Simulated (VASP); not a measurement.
# PbSe (R3m) in VASP: a series of runs

Aim: see how the results for PbSe move with the level of theory and the settings. Levels: PBE, r2SCAN, HSE06. Tasks: single point.

All numbers are computed with VASP 6.6.1; they aren't measurements. Logs are shortened: lines on timing, memory, paths and dates and some standing lists are left out, and cuts for length are marked.

**1. The cell of the first run**

The structure is trigonal, space group R3m (No. 160). Conventional cell: a = 4.841 Å, b = 4.841 Å, c = 12.543 Å, α = 90.00°, β = 90.00°, γ = 120.00°. Within 4.0 Å of Pb (site symmetry 3m) lie 4 Se at 3.00 to 3.08 Å. Within 4.0 Å of Se (site symmetry 3m) lie 4 Pb at 3.00 to 3.08 Å.

**2. Single point, PBE (strain along [111] +5.8%)**

INCAR

```
SYSTEM = PbSe
PREC = Accurate
ENCUT = 520
EDIFF = 1E-6
ISMEAR = -1
SIGMA = 0.02
LREAL = .FALSE.
LASPH = .TRUE.
NELM = 60
ALGO = Normal
ISIF = 2
LWAVE = .FALSE.
LCHARG = .TRUE.
GGA = PE
LELF = .TRUE.
LVHAR = .TRUE.
NBANDS = 17
```

KPOINTS

```
regular mesh
0
G
  6 6 6
  0 0 0
```

POSCAR

```
PbSe
1.0
    0.1316792525      3.5548833901      3.5548833901
    3.5548833901      0.1316792525      3.5548833901
    3.5548833901      3.5548833901      0.1316792525
Pb Se
1 1
Direct
    0.0023010739      0.0023010739      0.0023010739
    0.2476989261      0.2476989261      0.2476989261
```

Potentials or basis: VASP PAW PBE potentials, release 64 (Pb_d, Se).

Launch:

```console
$ cat potpaw_PBE.64/Pb_d/POTCAR potpaw_PBE.64/Se/POTCAR > POTCAR
$ mpirun -np 1 vasp_std > vasp.out
```

OUTCAR:

```text
SYSTEM = PbSe
   PREC = Accurate
   ENCUT = 520
   EDIFF = 1E-6
   ISMEAR = -1
   LREAL = .FALSE.
   LASPH = .TRUE.
   NELM = 60
   ISIF = 2
   GGA = PE

 ion  position               nearest neighbor table
   1  0.002  0.002  0.002-   2 3.00   2 3.00   2 3.00   2 3.08
   2  0.248  0.248  0.248-   1 3.00   1 3.00   1 3.00   1 3.08

  LATTYP: Found a trigonal (rhomboedric) cell.
 ALAT       =     5.0290885118
 COS(alpha) =     0.5366736090

  Lattice vectors:

 A1 = (   0.1316792525,   3.5548833901,   3.5548833901)
 A2 = (   3.5548833901,   0.1316792525,   3.5548833901)
 A3 = (   3.5548833901,   3.5548833901,   0.1316792525)

Analysis of symmetry for initial positions (statically):
=====================================================================
 Subroutine PRICEL returns:
 Original cell was already a primitive cell.

 Routine SETGRP: Setting up the symmetry group for a
 trigonal (rhombohedral) supercell.

 Subroutine GETGRP returns: Found  6 space group operations
 (whereof  6 operations were pure point group operations)
 out of a pool of 12 trial point group operations.

The static configuration has the point symmetry C_3v.

Analysis of symmetry for dynamics (positions and initial velocities):
=====================================================================
 Subroutine PRICEL returns:
 Original cell was already a primitive cell.

 Routine SETGRP: Setting up the symmetry group for a
 trigonal (rhombohedral) supercell.

 Subroutine GETGRP returns: Found  6 space group operations
 (whereof  6 operations were pure point group operations)
 out of a pool of 12 trial point group operations.

The dynamic configuration has the point symmetry C_3v.

 Subroutine INISYM returns: Found  6 space group operations
 (whereof  6 operations are pure point group operations),
 and found     1 'primitive' translations

----------------------------------------------------------------------------------------

                                     Primitive cell

  volume of cell :      84.8576

  direct lattice vectors                    reciprocal lattice vectors
     0.131679253  3.554883390  3.554883390    -0.148717995  0.143405980  0.143405980
     3.554883390  0.131679253  3.554883390     0.143405980 -0.148717995  0.143405980
     3.554883390  3.554883390  0.131679253     0.143405980  0.143405980 -0.148717995

  length of vectors
     5.029088512  5.029088512  5.029088512     0.251490740  0.251490740  0.251490740

  position of ions in fractional coordinates (direct lattice)
     0.002301074  0.002301074  0.002301074
     0.247698926  0.247698926  0.247698926

  ion indices of the primitive-cell ions
   primitive index   ion index
                 1           1
                 2           2

----------------------------------------------------------------------------------------

 KPOINTS: regular mesh

Automatic generation of k-mesh.
 Grid dimensions read from file:
 generate k-points for:    6    6    6

 Generating k-lattice:

  Cartesian coordinates                     Fractional coordinates (reciprocal lattice)
    -0.024786332  0.023900997  0.023900997     0.166666667 -0.000000000 -0.000000000
     0.023900997 -0.024786332  0.023900997    -0.000000000  0.166666667 -0.000000000
     0.023900997  0.023900997 -0.024786332    -0.000000000 -0.000000000  0.166666667

  Length of vectors
     0.041915123  0.041915123  0.041915123

  Shift w.r.t. Gamma in fractional coordinates (k-lattice)
     0.000000000  0.000000000  0.000000000

 Subroutine IBZKPT returns following result:
 ===========================================

 Found     32 irreducible k-points:

 Following reciprocal coordinates:
            Coordinates               Weight
  0.000000  0.000000  0.000000      1.000000
  0.166667  0.000000  0.000000      6.000000
  0.333333  0.000000 -0.000000      6.000000
  0.500000  0.000000  0.000000      3.000000
  0.166667  0.166667  0.000000      6.000000
  0.333333  0.166667  0.000000     12.000000
[... 16 lines left out ...]
  0.500000  0.500000  0.166667      6.000000
 -0.333333  0.500000  0.166667     12.000000
 [... further k-points ...]
   k-points           NKPTS =     32   k-points in BZ     NKDIM =     32   number of bands    NBANDS=     17
   number of dos      NEDOS =    301   number of ions     NIONS =      2
   total plane-waves  NPLWV =  64000
   dimension x,y,z NGX =    40 NGY =   40 NGZ =   40
   dimension x,y,z NGXF=    80 NGYF=   80 NGZF=   80
   ions per type =               1   1
   NGX,Y,Z   is equivalent  to a cutoff of  13.22, 13.22, 13.22 a.u.
   NGXF,Y,Z  is equivalent  to a cutoff of  26.45, 26.45, 26.45 a.u.
 SYSTEM =  PbSe
   PREC   = accura    normal or accurate (medium, high low for compatibility)
   ISTART =      0    job   : 0-new  1-cont  2-samecut
   ICHARG =      2    charge: 1-file 2-atom 10-const
   ISPIN  =      1    spin polarized calculation?
   LNONCOLLINEAR =      F non collinear calculations
   LSORBIT =      F    spin-orbit coupling
   LASPH  =      T    aspherical Exc in radial PAW
   ENCUT  =  520.0 eV  38.22 Ry    6.18 a.u.   9.35  9.35  9.35*2*pi/ulx,y,z
   NELM   =     60;   NELMIN=  2; NELMDL= -5     # of ELM steps
   EDIFF  = 0.1E-05   stopping-criterion for ELM
   LREAL  =      F    real-space projection
   EDIFFG = 0.1E-04   stopping-criterion for IOM
   NSW    =      0    number of steps for IOM
   IBRION =     -1    ionic relax: 0-MD 1-quasi-New 2-CG
   NFREE  =      0    steps in history (QN), initial steepest desc. (CG)
   ISIF   =      2    stress and relaxation
   ISYM   =      2    0-nonsym 1-usesym 2-fastsym
   POTIM  = 0.5000    time-step for ionic-motion
   TEBEG  =    0.0;   TEEND  =   0.0 temperature during run
   PSTRESS=    0.0 pullay stress
   NELECT =      20.0000    total number of electrons
   NUPDOWN=      -1.0000    fix difference up-down
   EMIN   =  10.00;   EMAX   =-10.00  energy-range for DOS
   EFERMI =   0.00;   METHOD = LEGACY
   ISMEAR =    -1;   SIGMA  =   0.02  broadening in eV -4-tet -1-fermi 0-gaus
   EFERMI_NEDOS =   21; number of points for ismear=-14 and -15
   IALGO  =     38    algorithm
   IMIX   =      4    mixing-type and parameters
     AMIX     =   0.40;   BMIX     =  1.00
     AMIX_MAG =   1.60;   BMIX_MAG =  1.00
  volume/ion in A,a.u.               =      42.43       286.32
  Fermi-wavevector in a.u.,A,eV,Ry     =   1.011241  1.910968 13.913423  1.022608
  Thomas-Fermi vector in A             =   2.144278
   LORBIT       =      0    0 simple, 1 ext, 2 COOP (PROOUT), +10 PAW based schemes
   GGA     = PE    functional components
   LHFCALC =     F    Hartree Fock is set to
   AEXX    =    0.0000 exact exchange contribution
   IVDW    =     0    specifies the selected vdW correction
   LEPSILON=     F    determine dielectric tensor
   LRPA    =     F    only Hartree local field effects (RPA)
 non-spin polarized calculation
  energy-cutoff  :      520.00
  volume of cell :       84.86
 maximum number of plane-waves:      2302
 NGX is ok and might be reduce to    40
   NGX = 19   NGY = 19   NGZ = 19

 number of electron      20.0000001 magnetization

 Free energy of the ion-electron system (eV)
  ---------------------------------------------------
  ext. energy  EPLUGINS =         0.00000000
  ---------------------------------------------------
  free energy    TOTEN  =        -7.83405480 eV

  energy without entropy =       -7.83405480  energy(sigma->0) =       -7.83405480

 E-fermi :   2.1986     XC(G=0):  -7.5078

 val. band max:        1.7284580123   @ k =  -0.3333   0.5000   0.1667
 cond. band min:       2.6331673404   @ k =   0.5000   0.5000  -0.0000
 fundamental gap:      0.9047093281
 Fermi energy:         2.1985989643

 k-point     1 :       0.0000    0.0000    0.0000
  band No.  band energies     occupation
      1     -14.9029      2.00000
      2     -14.9029      2.00000
      3     -14.9020      2.00000
      4     -14.8805      2.00000
      5     -14.8805      2.00000
      6     -10.5981      2.00000
[... 9 lines left out ...]
     16      10.0825      0.00000
     17      10.7678      0.00000

 k-point     2 :       0.1667    0.0000    0.0000
  band No.  band energies     occupation
      1     -14.9082      2.00000
      2     -14.9010      2.00000
      3     -14.9000      2.00000
      4     -14.8806      2.00000
      5     -14.8800      2.00000
      6     -10.4815      2.00000
[... 9 lines left out ...]
     16       9.4989      0.00000
     17      10.3228      0.00000

 k-point     3 :       0.3333    0.0000   -0.0000
  band No.  band energies     occupation
      1     -14.9184      2.00000
      2     -14.8981      2.00000
      3     -14.8969      2.00000
      4     -14.8800      2.00000
      5     -14.8780      2.00000
      6     -10.2166      2.00000
[... 9 lines left out ...]
     16       9.7143      0.00000
     17      10.5861      0.00000

 k-point     4 :       0.5000    0.0000    0.0000
  band No.  band energies     occupation
      1     -14.9235      2.00000
      2     -14.8971      2.00000
      3     -14.8959      2.00000
      4     -14.8792      2.00000
      5     -14.8765      2.00000
      6     -10.0625      2.00000
[... 9 lines left out ...]
     16      10.0913      0.00000
     17      10.5628      0.00000
[... 343 lines left out ...]
      1     -14.9264      2.00000
      2     -14.8950      2.00000
      3     -14.8916      2.00000
      4     -14.8820      2.00000
      5     -14.8769      2.00000
      6     -10.0273      2.00000
[... 9 lines left out ...]
     16      10.5295      0.00000
     17      11.6289      0.00000

 k-point    23 :       0.5000    0.5000    0.1667
  band No.  band energies     occupation
      1     -14.9298      2.00000
      2     -14.8910      2.00000
      3     -14.8900      2.00000
      4     -14.8837      2.00000
      5     -14.8767      2.00000
      6      -9.9606      2.00000
[... 9 lines left out ...]
     16      10.8354      0.00000
     17      12.1599      0.00000

 k-point    24 :      -0.3333    0.5000    0.1667
  band No.  band energies     occupation
      1     -14.9310      2.00000
      2     -14.8929      2.00000
      3     -14.8883      2.00000
      4     -14.8829      2.00000
      5     -14.8768      2.00000
      6      -9.8857      2.00000
[... 9 lines left out ...]
     16      11.1353      0.00000
     17      11.2658      0.00000

 [... further k-points ...]

------------------------ aborting loop because EDIFF is reached ----------------------------------------

  FORCE on cell =-STRESS in cart. coord.  units (eV):
  Direction    XX          YY          ZZ          XY          YZ          ZX
  --------------------------------------------------------------------------------------
  -------------------------------------------------------------------------------------
  Total       -0.5376743     -0.5376743     -0.5376743      0.0394516      0.0394516      0.0394516
  in kB      -10.1517039    -10.1517039    -10.1517039      0.7448774      0.7448774      0.7448774
  external PRESSURE =     -10.1517039 kB  Pullay stress =       0.0000000 kB

 VOLUME and BASIS-vectors are now :
 -----------------------------------------------------------------------------
  energy-cutoff  :      520.00
  volume of cell :       84.86
      direct lattice vectors                 reciprocal lattice vectors
     0.131679253  3.554883390  3.554883390    -0.148717995  0.143405980  0.143405980
     3.554883390  0.131679253  3.554883390     0.143405980 -0.148717995  0.143405980
     3.554883390  3.554883390  0.131679253     0.143405980  0.143405980 -0.148717995

 POSITION                                       TOTAL-FORCE (eV/Angst)
 -----------------------------------------------------------------------------------
      0.01666      0.01666      0.01666         0.011374      0.011374      0.011374
      1.79370      1.79370      1.79370        -0.011374     -0.011374     -0.011374
 -----------------------------------------------------------------------------------
    total drift:                               -0.000033     -0.000033     -0.000033

  FREE ENERGIE OF THE ION-ELECTRON SYSTEM (eV)
  ---------------------------------------------------
  free  energy   TOTEN  =        -7.8340548039 eV

  energy  without entropy=       -7.8340548039  energy(sigma->0) =       -7.83405480
```

It took 41 s on 1 thread of Intel Xeon Platinum 8124M at 3.00GHz (Skylake/Cascade Lake), shared host; peak memory 0.25 GiB.

Results:

```
Free energy            : -7.8341 eV
Pressure               : -1.0 GPa
Largest force          : 0.020 eV/Å
Band gap on the k mesh : 0.90 eV (least direct gap 1.25 eV)
```

Forces on the atoms (eV/Å):
```
Pb   0.011  0.011  0.011
Se  -0.011 -0.011 -0.011
```

Levels at points of the mesh, in eV from the valence-band top:
```tsv
k point	band 6	band 7	band 8	band 9	band 10	band 11	band 12	band 13	band 14	band 15
(0.00, 0.00, 0.00)	-12.33	-6.38	-1.39	-1.28	-1.28	2.12	2.38	2.38	4.87	8.35
(0.50, 0.00, 0.00)	-11.79	-7.62	-1.88	-1.81	-1.79	2.94	3.02	3.70	6.65	7.71
(0.50, 0.50, 0.00)	-11.62	-7.93	-2.53	-2.37	-0.35	0.90	4.74	4.74	6.15	7.86
(0.50, 0.50, 0.50)	-11.88	-7.61	-1.71	-1.71	-1.52	3.09	3.09	3.41	6.77	7.90
```

Caveat: the cell differs from its parent crystal (strain along [111] +5.8%); the structure was generated, so it needn't be the stable form of PbSe; spin-orbit coupling is left out, which moves the levels of the heavy elements. A k mesh can miss the band edges.

**3. Single point, r2SCAN (strain along [111] +5.8%)**

POSCAR is that of step 2.

INCAR.step1

```
ALGO     = Normal         # electronic algorithm
EDIFF    = 1E-4           # SCF threshold, eV
ENCUT    = 520            # plane-wave cutoff, eV
GGA      = PE             # functional
ISMEAR   = 0              # smearing method
LASPH    = True           # aspherical terms in the spheres
LCHARG   = False          # write CHGCAR
LREAL    = False          # projectors in reciprocal space
LWAVE    = True           # write WAVECAR
NBANDS   = 17             # bands
NELM     = 100            # most SCF steps
PREC     = Accurate       # precision mode
SIGMA    = 0.01           # smearing width, eV
```

INCAR.step2

```
ALGO     = Normal         # electronic algorithm
EDIFF    = 1E-6           # SCF threshold, eV
ENCUT    = 520            # plane-wave cutoff, eV
ISIF     = 2              # what is computed and relaxed
ISMEAR   = 0              # smearing method
ISTART   = 1            
LASPH    = True           # aspherical terms in the spheres
LCHARG   = True           # write CHGCAR
LELF     = True           # ELF
LMIXTAU  = True         
LREAL    = False          # projectors in reciprocal space
LVHAR    = True         
LWAVE    = False          # write WAVECAR
METAGGA  = R2SCAN         # meta-GGA
NBANDS   = 17             # bands
NELM     = 100            # most SCF steps
PREC     = Accurate       # precision mode
SIGMA    = 0.01           # smearing width, eV
```

KPOINTS

```
k-points
0
Gamma
  6 6 6
```

Potentials or basis: VASP PAW PBE potentials, release 64 (Pb_d, Se).

Launch:

```console
$ cat potpaw_PBE.64/Pb_d/POTCAR potpaw_PBE.64/Se/POTCAR > POTCAR
$ cp INCAR.step1 INCAR
$ mpirun -np 1 vasp_std > vasp.out
$ cp INCAR.step2 INCAR
$ mpirun -np 1 vasp_std > vasp.out
```

Run time: 2.9 min. Hardware: 1 thread of Intel Xeon Platinum 8124M at 3.00GHz (Skylake/Cascade Lake), shared host; peak memory 0.27 GiB.

Results (log left out):

| Property | Result |
| --- | --- |
| Free energy | -71.4277 eV |
| Pressure | -1.8 GPa |
| Band gap on the k mesh | 1.09 eV (least direct gap 1.45 eV) |

Forces on the atoms (eV/Å):
```
Pb   0.001  0.001  0.001
Se  -0.001 -0.001 -0.001
```

Stress tensor (GPa, compression positive):
```
-1.76  0.12  0.12
 0.12 -1.76  0.12
 0.12  0.12 -1.76
```

Levels at points of the mesh, in eV from the valence-band top:
```tsv
k point	band 8	band 9	band 10	band 11	band 12	band 13
(0.00, 0.00, 0.00)	-1.47	-1.37	-1.37	2.37	2.64	2.64
(0.50, 0.00, 0.00)	-1.96	-1.91	-1.81	3.21	3.28	3.97
(0.50, 0.50, 0.00)	-2.63	-2.47	-0.36	1.09	5.08	5.09
(0.50, 0.50, 0.50)	-1.80	-1.80	-1.51	3.37	3.37	3.66
```

Caveat: the cell differs from its parent crystal (strain along [111] +5.8%); the structure was generated, so it needn't be the stable form of PbSe; the PAW data sets were made with another functional, which shifts forces and pressure a little; spin-orbit coupling is left out, which moves the levels of the heavy elements. A k mesh can miss the band edges.

**4. Single point, HSE06 (strain along [111] +5.8%)**

POSCAR is that of step 3.

INCAR.step1

```
SYSTEM = PbSe
  ALGO = Normal
  EDIFF = 1E-5
  ENCUT = 520
  GGA = PE
  ISIF = 2
  ISMEAR = 0
  LASPH = .TRUE.
  LCHARG = .FALSE.
  LREAL = .FALSE.
  LWAVE = .TRUE.
  NBANDS = 17
  NELM = 60
  PREC = Accurate
  SIGMA = 0.01
```

INCAR.step2

```
SYSTEM = PbSe
  ALGO = Normal
  EDIFF = 1E-6
  ENCUT = 520
  GGA = PE
  HFSCREEN = 0.2079
  ISIF = 2
  ISMEAR = 0
  ISTART = 1
  LASPH = .TRUE.
  LCHARG = .FALSE.
  LHFCALC = .TRUE.
  LREAL = .FALSE.
  LWAVE = .FALSE.
  NBANDS = 17
  NELM = 60
  PREC = Accurate
  PRECFOCK = Normal
  SIGMA = 0.01
```

KPOINTS

```
k-points
0
G
  4 4 4
  0 0 0
```

Launch:

```console
$ cat potpaw_PBE.64/Pb_d/POTCAR potpaw_PBE.64/Se/POTCAR > POTCAR
$ cp INCAR.step1 INCAR
$ mpirun -np 1 vasp_std > vasp.out
$ cp INCAR.step2 INCAR
$ mpirun -np 1 vasp_std > vasp.out
```

Wall time 25 min (1 thread of Intel Xeon Platinum 8124M at 3.00GHz (Skylake/Cascade Lake), shared host); peak memory 0.36 GiB.

It converged, with:

```
Free energy            : -9.2925 eV
Pressure               : -1.7 GPa
Largest force          : 0.024 eV/Å
Band gap on the k mesh : 1.26 eV (least direct gap 1.77 eV)
```

Forces on the atoms (eV/Å):
```
Pb  -0.014 -0.014 -0.014
Se   0.014  0.014  0.014
```

Stress tensor (GPa, compression positive):
```
-1.71  0.11  0.11
 0.11 -1.71  0.11
 0.11  0.11 -1.71
```

Levels at points of the mesh, in eV from the valence-band top:
| k point | band 8 | band 9 | band 10 | band 11 | band 12 | band 13 |
| --- | --- | --- | --- | --- | --- | --- |
| (0.00, 0.00, 0.00) | -1.75 | -1.64 | -1.64 | 2.56 | 2.85 | 2.85 |
| (0.50, 0.00, 0.00) | -2.27 | -2.21 | -2.04 | 3.43 | 3.52 | 4.25 |
| (0.50, 0.50, 0.00) | -2.98 | -2.80 | -0.51 | 1.26 | 5.40 | 5.42 |
| (0.50, 0.50, 0.50) | -2.09 | -2.09 | -1.71 | 3.61 | 3.61 | 3.91 |

Caveat: the cell differs from its parent crystal (strain along [111] +5.8%); the structure was generated, so it needn't be the stable form of PbSe; the PAW data sets were made with another functional, which shifts forces and pressure a little; spin-orbit coupling is left out, which moves the levels of the heavy elements.

**5. Overview**

| level | k mesh | smearing | grid for exact exchange (PRECFOCK) | share of exact exchange | screening parameter | gap on the mesh (eV) | pressure (GPa) | largest force (eV/Å) |
| --- | --- | --- | --- | --- | --- | --- | --- | --- |
| PBE | 6 × 6 × 6 | fermi-dirac 0.02 eV | - | - | - | 0.90 | -1.0 | 0.02 |
| r2SCAN | 6 × 6 × 6 | gaussian 0.01 eV | - | - | - | 1.09 | -1.8 | - |
| HSE06 | 4 × 4 × 4 | gaussian 0.01 eV | Normal | 0.25 | 0.2079 1/Å | 1.26 | -1.7 | 0.02 |

Alike in all rows: task single point; potentials or basis VASP PAW PBE potentials, release 64 (Pb_d, Se); no spin polarisation; cell as given; cutoff (eV) 520.

Caveats: the structure was generated, so it needn't be the stable form of PbSe; spin-orbit coupling is left out, which moves the levels of the heavy elements; the PAW data sets were made with another functional, which shifts forces and pressure a little (at least some runs).

Total energies depend on the potentials used, so only differences within one code and one set of settings carry meaning.
